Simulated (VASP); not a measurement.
# SiO2 (P4_2/mnm) in VASP: density of states with PBE

Aim: the density of states of SiO2 with PBE.

The COD entry that gives the cell may itself be a prediction, so a difference from it is no test against experiment.

Program: VASP 6.6.1. These are calculated values, not measurements. Logs are shortened: lines on timing, memory, paths and dates and some standing lists are left out, and cuts for length are marked.

### Step 1. The cell of the first run

Symmetry: P4_2/mnm, No. 136, tetragonal system. Conventional cell: a = 4.181 Å, b = 4.181 Å, c = 2.662 Å, α = 90.00°, β = 90.00°, γ = 90.00°. O (site symmetry m2m) has 3 Si at 1.75 to 1.81 Å and 1 O at 2.28 Å within 2.3 Å. Si (site symmetry mmm) has 6 O at 1.75 to 1.81 Å within 2.3 Å.

### Step 2. Density of states, PBE

The input, POSCAR:

```
SiO2
1.0
    4.1811455100      0.0000000000      0.0000000000
    0.0000000000      4.1811455100      0.0000000000
    0.0000000000      0.0000000000      2.6620606400
O Si
4 2
Direct
    0.3069000000      0.3069000000      0.0000000000
    0.1931000000      0.8069000000      0.5000000000
    0.6931000000      0.6931000000      0.0000000000
    0.8069000000      0.1931000000      0.5000000000
    0.0000000000      0.0000000000      0.0000000000
    0.5000000000      0.5000000000      0.5000000000
```

The input, INCAR.step1:

```
  ALGO = Normal
  EDIFF = 1E-6
  ENCUT = 520
  GGA = PE
  ISIF = 2
  ISMEAR = -1
  LASPH = T
  LCHARG = T
  LREAL = F
  LWAVE = F
  NBANDS = 25
  NELM = 80
  PREC = Accurate
  SIGMA = 0.1
```

The input, KPOINTS.step1:

```
k-points
0
Gamma
  6 6 10
```

The input, INCAR.step2:

```
  ALGO = Normal
  EDIFF = 1E-6
  ENCUT = 520
  GGA = PE
  ICHARG = 11
  ISIF = 2
  ISMEAR = -5
  LASPH = T
  LCHARG = F
  LORBIT = 11
  LREAL = F
  LWAVE = F
  NBANDS = 25
  NEDOS = 1001
  NELM = 80
  PREC = Accurate
  SIGMA = 0.1
```

The input, KPOINTS.step2:

```
k-points
0
Gamma
  9 9 15
```

Potentials or basis: VASP PAW PBE potentials, release 64 (O, Si).

On the command line:

```sh
> cat potpaw_PBE.64/O/POTCAR potpaw_PBE.64/Si/POTCAR > POTCAR
> cp INCAR.step1 INCAR
> cp KPOINTS.step1 KPOINTS
> mpirun -np 1 vasp_std > vasp.out
> cp INCAR.step2 INCAR
> cp KPOINTS.step2 KPOINTS
> mpirun -np 1 vasp_std > vasp.out
```

OUTCAR:

```text
EDIFF = 1E-6
   ENCUT = 520
   GGA = PE
   ICHARG = 11
   ISIF = 2
   ISMEAR = -5
   LASPH = T
   LORBIT = 11
   LREAL = F
   NELM = 80
   PREC = Accurate

 ion  position               nearest neighbor table
   1  0.307  0.307  0.000-   6 1.75   6 1.75   5 1.81
   2  0.193  0.807  0.500-   5 1.75   5 1.75   6 1.81
   3  0.693  0.693  0.000-   6 1.75   6 1.75   5 1.81
   4  0.807  0.193  0.500-   5 1.75   5 1.75   6 1.81
   5  0.000  0.000  0.000-   2 1.75   4 1.75   2 1.75   4 1.75   3 1.81   1 1.81
   6  0.500  0.500  0.500-   1 1.75   3 1.75   1 1.75   3 1.75   2 1.81   4 1.81

  LATTYP: Found a simple tetragonal cell.
 ALAT       =     4.1811455100
 C/A-ratio  =     0.6366821326

  Lattice vectors:

 A1 = (   4.1811455100,   0.0000000000,   0.0000000000)
 A2 = (   0.0000000000,   4.1811455100,   0.0000000000)
 A3 = (   0.0000000000,   0.0000000000,   2.6620606400)

Analysis of symmetry for initial positions (statically):
=====================================================================
 Subroutine PRICEL returns:
 Original cell was already a primitive cell.

 Routine SETGRP: Setting up the symmetry group for a
 simple tetragonal supercell.

 Subroutine GETGRP returns: Found 16 space group operations
 (whereof  8 operations were pure point group operations)
 out of a pool of 16 trial point group operations.

The static configuration has the point symmetry D_2h.
 The point group associated with its full space group is D_4h.

Analysis of symmetry for dynamics (positions and initial velocities):
=====================================================================
 Subroutine PRICEL returns:
 Original cell was already a primitive cell.

 Routine SETGRP: Setting up the symmetry group for a
 simple tetragonal supercell.

 Subroutine GETGRP returns: Found 16 space group operations
 (whereof  8 operations were pure point group operations)
 out of a pool of 16 trial point group operations.

The dynamic configuration has the point symmetry D_2h.
 The point group associated with its full space group is D_4h.

 Subroutine INISYM returns: Found 16 space group operations
 (whereof  8 operations are pure point group operations),
 and found     1 'primitive' translations

----------------------------------------------------------------------------------------

                                     Primitive cell

  volume of cell :      46.5381

  direct lattice vectors                    reciprocal lattice vectors
     4.181145510  0.000000000  0.000000000     0.239168907  0.000000000  0.000000000
     0.000000000  4.181145510  0.000000000     0.000000000  0.239168907  0.000000000
     0.000000000  0.000000000  2.662060640     0.000000000  0.000000000  0.375648843

  length of vectors
     4.181145510  4.181145510  2.662060640     0.239168907  0.239168907  0.375648843

  position of ions in fractional coordinates (direct lattice)
     0.306900000  0.306900000  0.000000000
     0.193100000  0.806900000  0.500000000
     0.693100000  0.693100000  0.000000000
     0.806900000  0.193100000  0.500000000
     0.000000000  0.000000000  0.000000000
     0.500000000  0.500000000  0.500000000

  ion indices of the primitive-cell ions
   primitive index   ion index
                 1           1
                 2           2
                 3           3
                 4           4
                 5           5
                 6           6

----------------------------------------------------------------------------------------

 KPOINTS: k-points

Automatic generation of k-mesh.
 Grid dimensions read from file:
 generate k-points for:    9    9   15

 Generating k-lattice:

  Cartesian coordinates                     Fractional coordinates (reciprocal lattice)
     0.026574323  0.000000000  0.000000000     0.111111111  0.000000000  0.000000000
     0.000000000  0.026574323  0.000000000     0.000000000  0.111111111  0.000000000
     0.000000000  0.000000000  0.025043256     0.000000000  0.000000000  0.066666667

  Length of vectors
     0.026574323  0.026574323  0.025043256

  Shift w.r.t. Gamma in fractional coordinates (k-lattice)
     0.000000000  0.000000000  0.000000000

 TETIRR: Found   1798 inequivalent tetrahedra from     7290

 Subroutine IBZKPT returns following result:
 ===========================================

 Found    120 irreducible k-points:

 Following reciprocal coordinates:
            Coordinates               Weight
  0.000000  0.000000  0.000000      1.000000
  0.111111  0.000000  0.000000      4.000000
  0.222222  0.000000  0.000000      4.000000
  0.333333  0.000000  0.000000      4.000000
  0.444444  0.000000  0.000000      4.000000
  0.111111  0.111111  0.000000      4.000000
[... 16 lines left out ...]
  0.333333  0.111111  0.066667     16.000000
  0.444444  0.111111  0.066667     16.000000
 [... further k-points ...]
   k-points           NKPTS =    120   k-points in BZ     NKDIM =    120   number of bands    NBANDS=     25
   number of dos      NEDOS =   1001   number of ions     NIONS =      6
   total plane-waves  NPLWV =  20480
   dimension x,y,z NGX =    32 NGY =   32 NGZ =   20
   dimension x,y,z NGXF=    64 NGYF=   64 NGZF=   40
   ions per type =               4   2
   NGX,Y,Z   is equivalent  to a cutoff of  12.72, 12.72, 12.49 a.u.
   NGXF,Y,Z  is equivalent  to a cutoff of  25.45, 25.45, 24.98 a.u.
 SYSTEM =  unknown system
   PREC   = accura    normal or accurate (medium, high low for compatibility)
   ISTART =      0    job   : 0-new  1-cont  2-samecut
   ICHARG =     11    charge: 1-file 2-atom 10-const
   ISPIN  =      1    spin polarized calculation?
   LNONCOLLINEAR =      F non collinear calculations
   LSORBIT =      F    spin-orbit coupling
   LASPH  =      T    aspherical Exc in radial PAW
   ENCUT  =  520.0 eV  38.22 Ry    6.18 a.u.   7.77  7.77  4.95*2*pi/ulx,y,z
   NELM   =     80;   NELMIN=  2; NELMDL=  0     # of ELM steps
   EDIFF  = 0.1E-05   stopping-criterion for ELM
   LREAL  =      F    real-space projection
   EDIFFG = 0.1E-04   stopping-criterion for IOM
   NSW    =      0    number of steps for IOM
   IBRION =     -1    ionic relax: 0-MD 1-quasi-New 2-CG
   NFREE  =      0    steps in history (QN), initial steepest desc. (CG)
   ISIF   =      2    stress and relaxation
   ISYM   =      2    0-nonsym 1-usesym 2-fastsym
   POTIM  = 0.5000    time-step for ionic-motion
   TEBEG  =    0.0;   TEEND  =   0.0 temperature during run
   PSTRESS=    0.0 pullay stress
   NELECT =      32.0000    total number of electrons
   NUPDOWN=      -1.0000    fix difference up-down
   EMIN   =  10.00;   EMAX   =-10.00  energy-range for DOS
   EFERMI =   0.00;   METHOD = LEGACY
   ISMEAR =    -5;   SIGMA  =   0.10  broadening in eV -4-tet -1-fermi 0-gaus
   EFERMI_NEDOS =   21; number of points for ismear=-14 and -15
   IALGO  =     38    algorithm
   IMIX   =      4    mixing-type and parameters
     AMIX     =   0.40;   BMIX     =  1.00
     AMIX_MAG =   1.60;   BMIX_MAG =  1.00
  volume/ion in A,a.u.               =       7.76        52.34
  Fermi-wavevector in a.u.,A,eV,Ry     =   1.444958  2.730575 28.407666  2.087905
  Thomas-Fermi vector in A             =   2.563194
   LORBIT       =     11    0 simple, 1 ext, 2 COOP (PROOUT), +10 PAW based schemes
   GGA     = PE    functional components
   LHFCALC =     F    Hartree Fock is set to
   AEXX    =    0.0000 exact exchange contribution
   IVDW    =     0    specifies the selected vdW correction
   LEPSILON=     F    determine dielectric tensor
   LRPA    =     F    only Hartree local field effects (RPA)
 non-spin polarized calculation
 Fermi weights with tetrahedron method with Bloechl corrections
  energy-cutoff  :      520.00
  volume of cell :       46.54
 maximum number of plane-waves:      1270
 NGX is ok and might be reduce to    32

 number of electron      31.9999980 magnetization

 Free energy of the ion-electron system (eV)
  ---------------------------------------------------
  ext. energy  EPLUGINS =         0.00000000
  ---------------------------------------------------
  free energy    TOTEN  =       -46.25104695 eV

  energy without entropy =      -46.25104695  energy(sigma->0) =      -46.25104695

 E-fermi :   8.2564     XC(G=0): -12.2709

 val. band max:        8.2349540177   @ k =   0.0000   0.0000   0.0000
 cond. band min:      13.8964989258   @ k =   0.0000   0.0000   0.0000
 fundamental gap:      5.6615449081
 Fermi energy:         8.2564172333

 k-point     1 :       0.0000    0.0000    0.0000
  band No.  band energies     occupation
      1     -14.3559      2.00000
      2     -10.7048      2.00000
      3     -10.7048      2.00000
      4     -10.5308      2.00000
      5      -2.5904      2.00000
      6       1.8085      2.00000
[... 17 lines left out ...]
     24      22.4575      0.00000
     25      24.1703      0.00000

 k-point     2 :       0.1111    0.0000    0.0000
  band No.  band energies     occupation
      1     -14.2913      2.00000
      2     -11.1160      2.00000
      3     -10.6722      2.00000
      4     -10.2569      2.00000
      5      -2.5054      2.00000
      6       1.4045      2.00000
[... 17 lines left out ...]
     24      22.1486      0.00000
     25      24.0182      0.00000

 k-point     3 :       0.2222    0.0000    0.0000
  band No.  band energies     occupation
      1     -14.0996      2.00000
      2     -11.6850      2.00000
      3     -10.5786      2.00000
      4     -10.0746      2.00000
      5      -2.2607      2.00000
      6       0.6777      2.00000
[... 17 lines left out ...]
     24      21.7658      0.00000
     25      23.7336      0.00000

 k-point     4 :       0.3333    0.0000    0.0000
  band No.  band energies     occupation
      1     -13.7874      2.00000
      2     -12.2824      2.00000
      3     -10.4384      2.00000
      4     -10.0447      2.00000
      5      -1.8782      2.00000
      6      -0.0723      2.00000
[... 17 lines left out ...]
     24      22.1751      0.00000
     25      23.2531      0.00000

 k-point     5 :       0.4444    0.0000    0.0000
  band No.  band energies     occupation
      1     -13.3666      2.00000
      2     -12.8558      2.00000
      3     -10.2763      2.00000
      4     -10.1291      2.00000
      5      -1.3760      2.00000
      6      -0.7680      2.00000
[... 17 lines left out ...]
     24      22.3007      0.00000
     25      23.0390      0.00000

 k-point     6 :       0.1111    0.1111    0.0000
  band No.  band energies     occupation
      1     -14.2274      2.00000
      2     -11.2673      2.00000
      3     -10.7494      2.00000
      4     -10.1383      2.00000
      5      -2.4142      2.00000
      6       1.2895      2.00000
[... 17 lines left out ...]
     24      22.0494      0.00000
     25      23.9657      0.00000
[... 393 lines left out ...]
 k-point    21 :       0.1111    0.1111    0.0667
  band No.  band energies     occupation
      1     -14.1684      2.00000
      2     -11.2358      2.00000
      3     -10.7177      2.00000
      4     -10.1282      2.00000
      5      -2.3840      2.00000
      6       1.2774      2.00000
[... 17 lines left out ...]
     24      22.0259      0.00000
     25      23.8565      0.00000

 k-point    22 :       0.2222    0.1111    0.0667
  band No.  band energies     occupation
      1     -13.9801      2.00000
      2     -11.6762      2.00000
      3     -10.6771      2.00000
      4     -10.0311      2.00000
      5      -2.1166      2.00000
      6       0.7345      2.00000
[... 17 lines left out ...]
     24      21.8315      0.00000
     25      23.3226      0.00000

 k-point    23 :       0.3333    0.1111    0.0667
  band No.  band energies     occupation
      1     -13.6741      2.00000
      2     -12.2224      2.00000
      3     -10.5387      2.00000
      4     -10.0584      2.00000
      5      -1.7108      2.00000
      6       0.0625      2.00000
[... 17 lines left out ...]
     24      22.2653      0.00000
     25      22.6928      0.00000

 k-point    24 :       0.4444    0.1111    0.0667
  band No.  band energies     occupation
      1     -13.2635      2.00000
      2     -12.7689      2.00000
      3     -10.3603      2.00000
      4     -10.1843      2.00000
      5      -1.1974      2.00000
      6      -0.5981      2.00000
[... 17 lines left out ...]
     24      21.9283      0.00000
     25      23.1870      0.00000

 [... further k-points ...]
[... 5 lines left out ...]
  --------------------------------------------------------------------------------------
  -------------------------------------------------------------------------------------
  Total        3.2005466      3.2005466      3.9136190     -0.0000000      0.0000000      0.0000000
  in kB      110.1859521    110.1859521    134.7350604     -0.0000000      0.0000000      0.0000000
  external PRESSURE =     118.3689882 kB  Pullay stress =       0.0000000 kB

 VOLUME and BASIS-vectors are now :
 -----------------------------------------------------------------------------
  energy-cutoff  :      520.00
  volume of cell :       46.54
      direct lattice vectors                 reciprocal lattice vectors
     4.181145510  0.000000000  0.000000000     0.239168907  0.000000000  0.000000000
     0.000000000  4.181145510  0.000000000     0.000000000  0.239168907  0.000000000
     0.000000000  0.000000000  2.662060640     0.000000000  0.000000000  0.375648843

 POSITION                                       TOTAL-FORCE (eV/Angst)
 -----------------------------------------------------------------------------------
      1.28319      1.28319      0.00000        -0.200756     -0.200756      0.000000
      0.80738      3.37377      1.33103         0.200756     -0.200756      0.000000
      2.89795      2.89795      0.00000         0.200756      0.200756     -0.000000
      3.37377      0.80738      1.33103        -0.200756      0.200756      0.000000
      0.00000      0.00000      0.00000         0.000000     -0.000000      0.000000
      2.09057      2.09057      1.33103         0.000000     -0.000000      0.000000
 -----------------------------------------------------------------------------------
    total drift:                                0.000000     -0.000000      0.000000

  FREE ENERGIE OF THE ION-ELECTRON SYSTEM (eV)
  ---------------------------------------------------
  free  energy   TOTEN  =       -46.2510469476 eV

  energy  without entropy=      -46.2510469476  energy(sigma->0) =      -46.25104695

 total charge

# of ion       s       p       d       tot
------------------------------------------
    1        1.551   3.696   0.000   5.247
    2        1.551   3.696   0.000   5.247
    3        1.551   3.696   0.000   5.247
    4        1.551   3.696   0.000   5.247
    5        0.589   0.881   0.000   1.470
    6        0.589   0.881   0.000   1.470
--------------------------------------------------
tot          7.381  16.545   0.000  23.927
```

Run time: 46 s. Hardware: 1 thread of AMD EPYC 9R45 (Zen 5), shared host; peak memory 0.19 GiB.

Results:

```yaml
Valence_electrons_inside_the_program's_atomic_spheres: O 5.25; Si 1.47
```
